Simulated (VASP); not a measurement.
# Li16H (a cell with a defect) in VASP: notebook

Li16H (a cell with a defect) is run at these levels: r2SCAN; tasks: single point.

Everything below comes from runs of VASP 6.6.1. Logs are shortened: lines on timing, memory, paths and dates and some standing lists are left out, and cuts for length are marked.

## (1) The cell of the first run

The cell holds a defect, 17 atoms: a = 6.980 Å, b = 6.980 Å, c = 6.980 Å, α = 90.00°, β = 90.00°, γ = 90.00°.

## (2) Single point, r2SCAN

POSCAR

```
Li16H
1.0
    6.9800000000      0.0000000000      0.0000000000
    0.0000000000      6.9800000000      0.0000000000
    0.0000000000      0.0000000000      6.9800000000
Li H
16 1
Direct
   -0.0331232092      0.0333524355      0.0350143266
    0.5261747851     -0.0234813754     -0.0476790831
    0.0059025788      0.4767335244     -0.0326647564
   -0.0028223496     -0.0039684814      0.4944269341
    0.2602435530      0.2378223496      0.2255873926
    0.4726934097      0.4517621777     -0.0123495702
    0.4963323782      0.0370057307      0.4896561605
    0.7525071633      0.2585243553      0.2430659026
   -0.0088825215      0.4829369628      0.4816332378
    0.2481805158      0.7507593123      0.2625501433
    0.2220487106      0.2001862464      0.7912464183
    0.4942406877      0.4938968481      0.5444269341
    0.7937822350      0.7473782235      0.2316905444
    0.7663610315      0.2523065903      0.7617191977
    0.2465759312      0.7991404011      0.7896275072
    0.7708309456      0.8064899713      0.7578796562
   -0.0502722063      0.1161604585      0.7054154728
```

INCAR.step1

```
SYSTEM = Li16H
PREC = Accurate ; ENCUT = 520
ISMEAR = -1 ; SIGMA = 0.05
LREAL = Auto ; LASPH = .True.
NELM = 60 ; NBANDS = 38
GGA = PE ; ALGO = Normal
EDIFF = 1E-4 ; LWAVE = .True.
LCHARG = .False.
```

INCAR.step2

```
SYSTEM = Li16H
PREC = Accurate ; ENCUT = 520
EDIFF = 1E-6 ; ISMEAR = -1
SIGMA = 0.05 ; LREAL = Auto
LASPH = .True. ; NELM = 60
ALGO = Normal ; ISIF = 2
LWAVE = .False. ; LCHARG = .False.
METAGGA = R2SCAN ; LMIXTAU = .True.
NBANDS = 38 ; ISTART = 1
```

KPOINTS

```
Automatic mesh
0
Gamma
  2 2 2
  0 0 0
```

Potentials or basis: VASP PAW PBE potentials, release 64 (Li_sv, H).

Started as:

```
$ cat potpaw_PBE.64/Li_sv/POTCAR potpaw_PBE.64/H/POTCAR > POTCAR
$ cp INCAR.step1 INCAR
$ mpirun -np 1 vasp_std > vasp.out
$ cp INCAR.step2 INCAR
$ mpirun -np 1 vasp_std > vasp.out
```

OUTCAR:

```text
SYSTEM = Li16H
   PREC = Accurate
   ENCUT = 520
   EDIFF = 1E-6
   ISMEAR = -1
   LREAL = Auto
   LASPH = .True.
   NELM = 60
   ISIF = 2
   METAGGA = R2SCAN
   ISTART = 1

 ion  position               nearest neighbor table
   1  0.967  0.033  0.035-
   2  0.526  0.977  0.952-  16 2.48  15 2.58
   3  0.006  0.477  0.967-
   4  0.997  0.996  0.494-  17 1.73
   5  0.260  0.238  0.226-
   6  0.473  0.452  0.988-
   7  0.496  0.037  0.490-
   8  0.753  0.259  0.243-
   9  0.991  0.483  0.482-
  10  0.248  0.751  0.263-
  11  0.222  0.200  0.791-
  12  0.494  0.494  0.544-
  13  0.794  0.747  0.232-
  14  0.766  0.252  0.762-  17 1.64
  15  0.247  0.799  0.790-   2 2.58
  16  0.771  0.806  0.758-   2 2.48
  17  0.950  0.116  0.705-  14 1.64   4 1.73

  LATTYP: Found a simple cubic cell.
 ALAT       =     6.9800000000

  Lattice vectors:

 A1 = (   6.9800000000,   0.0000000000,   0.0000000000)
 A2 = (   0.0000000000,   6.9800000000,   0.0000000000)
 A3 = (   0.0000000000,   0.0000000000,   6.9800000000)

Analysis of symmetry for initial positions (statically):
=====================================================================
 Subroutine PRICEL returns:
 Original cell was already a primitive cell.

 Routine SETGRP: Setting up the symmetry group for a
 simple cubic supercell.

 Subroutine GETGRP returns: Found  1 space group operations
 (whereof  1 operations were pure point group operations)
 out of a pool of 48 trial point group operations.

The static configuration has the point symmetry C_1 .

Analysis of symmetry for dynamics (positions and initial velocities):
=====================================================================
 Subroutine PRICEL returns:
 Original cell was already a primitive cell.

 Routine SETGRP: Setting up the symmetry group for a
 simple cubic supercell.

 Subroutine GETGRP returns: Found  1 space group operations
 (whereof  1 operations were pure point group operations)
 out of a pool of 48 trial point group operations.

The dynamic configuration has the point symmetry C_1 .

 Subroutine INISYM returns: Found  1 space group operations
 (whereof  1 operations are pure point group operations),
 and found     1 'primitive' translations

----------------------------------------------------------------------------------------

                                     Primitive cell

  volume of cell :     340.0684

  direct lattice vectors                    reciprocal lattice vectors
     6.980000000  0.000000000  0.000000000     0.143266476  0.000000000  0.000000000
     0.000000000  6.980000000  0.000000000     0.000000000  0.143266476  0.000000000
     0.000000000  0.000000000  6.980000000     0.000000000  0.000000000  0.143266476

  length of vectors
     6.980000000  6.980000000  6.980000000     0.143266476  0.143266476  0.143266476

  position of ions in fractional coordinates (direct lattice)
     0.966876791  0.033352435  0.035014327
     0.526174785  0.976518625  0.952320917
     0.005902579  0.476733524  0.967335244
     0.997177650  0.996031519  0.494426934
     0.260243553  0.237822350  0.225587393
     0.472693410  0.451762178  0.987650430
[... 9 lines left out ...]
     0.770830946  0.806489971  0.757879656
     0.949727794  0.116160458  0.705415473

  ion indices of the primitive-cell ions
   primitive index   ion index
                 1           1
                 2           2
                 3           3
                 4           4
                 5           5
                 6           6
[... 9 lines left out ...]
                16          16
                17          17

----------------------------------------------------------------------------------------

 KPOINTS: Automatic mesh

Automatic generation of k-mesh.
 Grid dimensions read from file:
 generate k-points for:    2    2    2

 Generating k-lattice:

  Cartesian coordinates                     Fractional coordinates (reciprocal lattice)
     0.071633238  0.000000000  0.000000000     0.500000000  0.000000000  0.000000000
     0.000000000  0.071633238  0.000000000     0.000000000  0.500000000  0.000000000
     0.000000000  0.000000000  0.071633238     0.000000000  0.000000000  0.500000000

  Length of vectors
     0.071633238  0.071633238  0.071633238

  Shift w.r.t. Gamma in fractional coordinates (k-lattice)
     0.000000000  0.000000000  0.000000000

 Subroutine IBZKPT returns following result:
 ===========================================

 Found      8 irreducible k-points:

 Following reciprocal coordinates:
            Coordinates               Weight
  0.000000  0.000000  0.000000      1.000000
  0.500000  0.000000  0.000000      1.000000
  0.000000  0.500000  0.000000      1.000000
  0.000000  0.000000  0.500000      1.000000
  0.500000  0.500000  0.000000      1.000000
  0.000000  0.500000  0.500000      1.000000
  0.500000  0.000000  0.500000      1.000000
  0.500000  0.500000  0.500000      1.000000
   k-points           NKPTS =      8   k-points in BZ     NKDIM =      8   number of bands    NBANDS=     38
   number of dos      NEDOS =    301   number of ions     NIONS =     17
   total plane-waves  NPLWV = 157464
   dimension x,y,z NGX =    54 NGY =   54 NGZ =   54
   dimension x,y,z NGXF=   108 NGYF=  108 NGZF=  108
   ions per type =              16   1
   NGX,Y,Z   is equivalent  to a cutoff of  12.86, 12.86, 12.86 a.u.
   NGXF,Y,Z  is equivalent  to a cutoff of  25.72, 25.72, 25.72 a.u.
 SYSTEM =  Li16H
   PREC   = accura    normal or accurate (medium, high low for compatibility)
   ISTART =      1    job   : 0-new  1-cont  2-samecut
   ICHARG =      0    charge: 1-file 2-atom 10-const
   ISPIN  =      1    spin polarized calculation?
   LNONCOLLINEAR =      F non collinear calculations
   LSORBIT =      F    spin-orbit coupling
   LASPH  =      T    aspherical Exc in radial PAW
   ENCUT  =  520.0 eV  38.22 Ry    6.18 a.u.  12.98 12.98 12.98*2*pi/ulx,y,z
   NELM   =     60;   NELMIN=  2; NELMDL=  0     # of ELM steps
   EDIFF  = 0.1E-05   stopping-criterion for ELM
   LREAL  =      T    real-space projection
   EDIFFG = 0.1E-04   stopping-criterion for IOM
   NSW    =      0    number of steps for IOM
   IBRION =     -1    ionic relax: 0-MD 1-quasi-New 2-CG
   NFREE  =      0    steps in history (QN), initial steepest desc. (CG)
   ISIF   =      2    stress and relaxation
   ISYM   =      2    0-nonsym 1-usesym 2-fastsym
   POTIM  = 0.5000    time-step for ionic-motion
   TEBEG  =    0.0;   TEEND  =   0.0 temperature during run
   PSTRESS=    0.0 pullay stress
   NELECT =      49.0000    total number of electrons
   NUPDOWN=      -1.0000    fix difference up-down
   EMIN   =  10.00;   EMAX   =-10.00  energy-range for DOS
   EFERMI =   0.00;   METHOD = LEGACY
   ISMEAR =    -1;   SIGMA  =   0.05  broadening in eV -4-tet -1-fermi 0-gaus
   EFERMI_NEDOS =   21; number of points for ismear=-14 and -15
   IALGO  =     38    algorithm
   IMIX   =      4    mixing-type and parameters
     AMIX     =   0.40;   BMIX     =  1.00
     AMIX_MAG =   1.60;   BMIX_MAG =  1.00
  volume/ion in A,a.u.               =      20.00       134.99
  Fermi-wavevector in a.u.,A,eV,Ry     =   0.858258  1.621873 10.022155  0.736608
  Thomas-Fermi vector in A             =   1.975436
   LORBIT       =      0    0 simple, 1 ext, 2 COOP (PROOUT), +10 PAW based schemes
   METAGGA = R2SCAN    functional components
   LHFCALC =     F    Hartree Fock is set to
   AEXX    =    0.0000 exact exchange contribution
   IVDW    =     0    specifies the selected vdW correction
   LEPSILON=     F    determine dielectric tensor
   LRPA    =     F    only Hartree local field effects (RPA)
 non-spin polarized calculation
  energy-cutoff  :      520.00
  volume of cell :      340.07
 maximum number of plane-waves:      9124
 NGX is ok and might be reduce to    54
   NGX = 25   NGY = 25   NGZ = 25

 number of electron      49.0000003 magnetization

 Free energy of the ion-electron system (eV)
  ---------------------------------------------------
  ext. energy  EPLUGINS =         0.00000000
  ---------------------------------------------------
  free energy    TOTEN  =       -40.74894702 eV

  energy without entropy =      -40.67952044  energy(sigma->0) =      -40.71423373

 E-fermi :   0.4386     XC(G=0):  -7.3569

 val. band max:        0.4343856834   @ k =   0.0000   0.5000   0.5000
 cond. band min:       0.4504353865   @ k =   0.5000   0.0000   0.5000
 fundamental gap:      0.0160497031
 Fermi energy:         0.4385552398

 k-point     1 :       0.0000    0.0000    0.0000
  band No.  band energies     occupation
      1     -48.0381      2.00000
      2     -48.0298      2.00000
      3     -48.0035      2.00000
      4     -47.9011      2.00000
      5     -47.8360      2.00000
      6     -47.8112      2.00000
[... 28 lines left out ...]
     35       3.7703      0.00000
     36       3.8507      0.00000

 k-point     2 :       0.5000    0.0000    0.0000
  band No.  band energies     occupation
      1     -48.0380      2.00000
      2     -48.0299      2.00000
      3     -48.0035      2.00000
      4     -47.9011      2.00000
      5     -47.8360      2.00000
      6     -47.8112      2.00000
[... 28 lines left out ...]
     35       3.8821      0.00000
     36       3.9850      0.00000

 k-point     3 :       0.0000    0.5000    0.0000
  band No.  band energies     occupation
      1     -48.0381      2.00000
      2     -48.0298      2.00000
      3     -48.0036      2.00000
      4     -47.9011      2.00000
      5     -47.8360      2.00000
      6     -47.8112      2.00000
[... 28 lines left out ...]
     35       3.9856      0.00000
     36       4.0543      0.00000
[... 118 lines left out ...]
 k-point     7 :       0.5000    0.0000    0.5000
  band No.  band energies     occupation
      1     -48.0380      2.00000
      2     -48.0299      2.00000
      3     -48.0035      2.00000
      4     -47.9011      2.00000
      5     -47.8360      2.00000
      6     -47.8112      2.00000
[... 28 lines left out ...]
     35       4.4171      0.00000
     36       4.7150      0.00000

 k-point     8 :       0.5000    0.5000    0.5000
  band No.  band energies     occupation
      1     -48.0380      2.00000
      2     -48.0299      2.00000
      3     -48.0035      2.00000
      4     -47.9011      2.00000
      5     -47.8360      2.00000
      6     -47.8112      2.00000
[... 28 lines left out ...]
     35       3.4903      0.00000
     36       3.5187      0.00000
 [bands above 36 left out]

------------------------ aborting loop because EDIFF is reached ----------------------------------------

  FORCE on cell =-STRESS in cart. coord.  units (eV):
  Direction    XX          YY          ZZ          XY          YZ          ZX
  --------------------------------------------------------------------------------------
  -------------------------------------------------------------------------------------
  Total        0.2224234     -0.2698555     -0.1226668     -0.8667392      0.5244253     -0.6278083
  in kB        1.0479120     -1.2713805     -0.5779249     -4.0835017      2.4707450     -2.9578176
  external PRESSURE =      -0.2671312 kB  Pullay stress =       0.0000000 kB

 VOLUME and BASIS-vectors are now :
 -----------------------------------------------------------------------------
  energy-cutoff  :      520.00
  volume of cell :      340.07
      direct lattice vectors                 reciprocal lattice vectors
     6.980000000  0.000000000  0.000000000     0.143266476  0.000000000  0.000000000
     0.000000000  6.980000000  0.000000000     0.000000000  0.143266476  0.000000000
     0.000000000  0.000000000  6.980000000     0.000000000  0.000000000  0.143266476

 POSITION                                       TOTAL-FORCE (eV/Angst)
 -----------------------------------------------------------------------------------
      6.74880      0.23280      0.24440         0.249189     -0.006570     -0.265651
      3.67270      6.81610      6.64720        -0.249997      0.415178      0.691273
      0.04120      3.32760      6.75200         0.063525      0.482551      0.162692
      6.96030      6.95230      3.45110         0.078829      0.144215     -0.143553
      1.81650      1.66000      1.57460        -0.121241     -0.085709      0.164373
      3.29940      3.15330      6.89380         0.304294      0.295285     -0.002599
[... 9 lines left out ...]
      5.38040      5.62930      5.29000         0.306835     -0.364183     -0.317273
      6.62910      0.81080      4.92380         0.616939     -0.366896      0.521487
 -----------------------------------------------------------------------------------
    total drift:                                0.034048     -0.002664      0.006041

  FREE ENERGIE OF THE ION-ELECTRON SYSTEM (eV)
  ---------------------------------------------------
  free  energy   TOTEN  =       -40.7489470241 eV

  energy  without entropy=      -40.6795204357  energy(sigma->0) =      -40.71423373
```

Wall time 7.9 min (1 thread of Intel Xeon Platinum 8488C (Sapphire Rapids), shared host); peak memory 0.43 GiB.

What came out:

```
Free energy   : -40.7489 eV
Largest force : 0.887 eV/Å
```

Forces in eV/Å, atoms in the order of the input:
```
Li   0.249 -0.007 -0.266
Li  -0.250  0.415  0.691
Li   0.064  0.483  0.163
Li   0.079  0.144 -0.144
Li  -0.121 -0.086  0.164
Li   0.304  0.295 -0.003
Li   0.087 -0.152  0.013
Li  -0.226  0.018  0.019
Li   0.247 -0.086  0.267
Li   0.120  0.037 -0.265
Li  -0.183 -0.023 -0.525
Li  -0.024  0.147 -0.062
Li  -0.499 -0.184 -0.013
Li  -0.500  0.158 -0.075
Li  -0.269 -0.429 -0.169
Li   0.307 -0.364 -0.317
H    0.617 -0.367  0.521
```

Caveat: the k points lie up to 0.45 Å⁻¹ apart; the cutoff is under 1.25 times the usual one of these potentials, so pressure, stress and relaxed cells hold a basis-set (Pulay) error; the PAW data sets were made with another functional, which shifts forces and pressure a little.

## (3) Single point, r2SCAN

POSCAR

```
Li16H
1.0
    6.9800000000      0.0000000000      0.0000000000
    0.0000000000      6.9800000000      0.0000000000
    0.0000000000      0.0000000000      6.9800000000
Li H
16 1
Direct
   -0.0527077364      0.0106876791      0.0323638968
    0.5067621777      0.0046848138     -0.0692550143
    0.0157020057      0.4973065903     -0.0370343840
   -0.0122063037      0.0198567335      0.4974355301
    0.2625358166      0.2173925501      0.2129083095
    0.4748853868      0.4497994269     -0.0075501433
    0.5056876791      0.0545988539      0.4988108883
    0.7474212034      0.2699140401      0.2634383954
   -0.0241833811      0.4697851003      0.4695988539
    0.2732664756      0.7219914040      0.2566332378
    0.1791547278      0.1768194842      0.7877507163
    0.4975501433      0.4911318052      0.5506160458
    0.8172492837      0.7374498567      0.2387106017
    0.8013323782      0.2665472779      0.7757449857
    0.2484097421      0.8038395415      0.7922779370
    0.7709885387      0.8176361032      0.7501862464
   -0.0560171920      0.0568194842      0.7272492837
```

INCAR.step1

```
SYSTEM = Li16H
PREC = Accurate
ENCUT = 520
ISMEAR = -1
SIGMA = 0.05
LREAL = Auto
LASPH = .True.
NELM = 80
NBANDS = 38
GGA = PE
ALGO = Normal
EDIFF = 1E-4
LWAVE = .True.
LCHARG = .False.
```

INCAR.step2

```
SYSTEM = Li16H
PREC = Accurate
ENCUT = 520
EDIFF = 1E-6
ISMEAR = -1
SIGMA = 0.05
LREAL = Auto
LASPH = .True.
NELM = 80
ALGO = Normal
ISIF = 2
LWAVE = .False.
LCHARG = .False.
METAGGA = R2SCAN
LMIXTAU = .True.
NBANDS = 38
ISTART = 1
```

KPOINTS

```
regular mesh
0
Gamma
  2 2 2
  0 0 0
```

Potentials or basis: VASP PAW PBE potentials, release 64 (Li_sv, H).

Started as:

```
$ cat potpaw_PBE.64/Li_sv/POTCAR potpaw_PBE.64/H/POTCAR > POTCAR
$ cp INCAR.step1 INCAR
$ mpirun -np 1 vasp_std > vasp.out
$ cp INCAR.step2 INCAR
$ mpirun -np 1 vasp_std > vasp.out
```

Wall time 8.9 min (1 thread of Intel Xeon Platinum 8488C (Sapphire Rapids), shared host); peak memory 0.43 GiB.

The run converged. Its results:

* Free energy: -40.5058 eV
* Largest force: 0.991 eV/Å

Forces on the atoms (eV/Å):
```
Li   0.311  0.208 -0.055
Li   0.182  0.271  0.747
Li   0.118  0.305  0.289
Li   0.205 -0.118 -0.632
Li  -0.278  0.019  0.193
Li   0.306  0.207 -0.141
Li  -0.017 -0.198 -0.003
Li  -0.239 -0.073 -0.427
Li   0.582  0.094  0.324
Li   0.026  0.313 -0.049
Li   0.234  0.416 -0.378
Li  -0.119  0.055  0.067
Li  -0.688 -0.062  0.004
Li  -0.467 -0.180 -0.269
Li  -0.395 -0.630 -0.341
Li   0.241 -0.395 -0.293
H   -0.002 -0.232  0.963
```

Levels at points of the mesh, in eV from the Fermi level:
```tsv
k point	band 21	band 22	band 23	band 24	band 25	band 26	band 27	band 28
(0.00, 0.00, 0.00)	-1.13	-1.07	-0.94	-0.18	0.39	0.41	0.45	0.52
(0.50, 0.00, 0.00)	-0.72	-0.56	-0.52	-0.44	-0.36	-0.25	0.48	1.06
(0.00, 0.50, 0.00)	-0.67	-0.62	-0.57	-0.42	-0.38	-0.30	0.66	1.07
(0.00, 0.00, 0.50)	-0.65	-0.64	-0.58	-0.48	-0.38	-0.33	0.82	1.19
(0.50, 0.50, 0.00)	-1.54	-0.32	-0.14	-0.05	0.15	0.19	0.50	0.57
(0.00, 0.50, 0.50)	-1.50	-0.28	0.01	0.03	0.15	0.25	0.29	0.53
(0.50, 0.00, 0.50)	-1.39	-0.24	-0.05	-0.01	0.11	0.22	0.24	0.63
(0.50, 0.50, 0.50)	-1.71	-1.67	-1.61	-1.48	0.32	1.89	2.12	2.37
```

Caveat: the k points lie up to 0.45 Å⁻¹ apart; the cutoff is under 1.25 times the usual one of these potentials, so pressure, stress and relaxed cells hold a basis-set (Pulay) error; the PAW data sets were made with another functional, which shifts forces and pressure a little.

[end of part 1 of 2]
